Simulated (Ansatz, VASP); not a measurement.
## CsI: VASP beside Ansatz

Contents of INCAR:

```
SYSTEM = CsI
ALGO = Normal
EDIFF = 1E-6
ENCUT = 500
GGA = CA
GGA_COMPAT = .FALSE.
ISIF = 2
ISMEAR = 0
LASPH = .TRUE.
LCHARG = .FALSE.
LREAL = .FALSE.
LWAVE = .FALSE.
NBANDS = 15
NELM = 120
PREC = Accurate
SIGMA = 0.01
```

KPOINTS

```
k-points
0
G
  4 4 4
  0 0 0
```

The input POSCAR:

```
CsI
1.0
    4.6081404514      0.0000000000      0.0000000000
    0.0000000000      4.6081404514      0.0000000000
    0.0000000000      0.0000000000      4.6081404514
Cs I
1 1
Direct
    0.0000000000      0.0000000000      0.0000000000
    0.5000000000      0.5000000000      0.5000000000
```

Input for Ansatz:

```yaml
crystal:
  lattice:
    - [4.6081404514, 0.0, 0.0]
    - [0.0, 4.6081404514, 0.0]
    - [0.0, 0.0, 4.6081404514]
  atoms:
    - { symbol: Cs, position: [0.0, 0.0, 0.0] }
    - { symbol: I, position: [0.5, 0.5, 0.5] }
kpoints:
  mp_grid: { grid: [4, 4, 4] }
hamiltonian:
  xc: lda
scf:
  occupations: { method: fixed }
output:
  optics:
    e_range: [0, 20]
    de: 0.1
    sigma: 0.03
    scissors: 2.5
    scheme: gaussian
    bands: { spectra_wanted_up_to: 20 }
  write_density: true
  write_potential: true
  elf: true
  volumetric_format: npy
```

Alike in both runs: task single point; functional LDA; k mesh 4 × 4 × 4; no spin polarisation.

|  | VASP | Ansatz |
| --- | --- | --- |
| version | VASP 6.6.1 | Ansatz 0.2.0 |
| potentials or method | VASP PAW LDA potentials, release 64 (Cs_sv, I) | plane waves, PAW |
| plane-wave cutoff (eV) | 500 | 420 |
| occupations | gaussian, width 0.01 eV | fixed |
| valence electrons in the cell | 16 | 26 |

VASP gave:

* gap on the k mesh at the Fermi level (eV): 3.45

Question: Which values does Ansatz return?

Answer: gap on the k mesh at the Fermi level (eV): 3.44.

LDA's correlation is that of Perdew and Zunger in VASP and of Perdew and Wang (1992) in Ansatz. VASP's potentials hold 16 valence electrons a cell and Ansatz's 26, so a difference there can come from the potentials and not from the codes.

Spin-orbit coupling is off throughout.
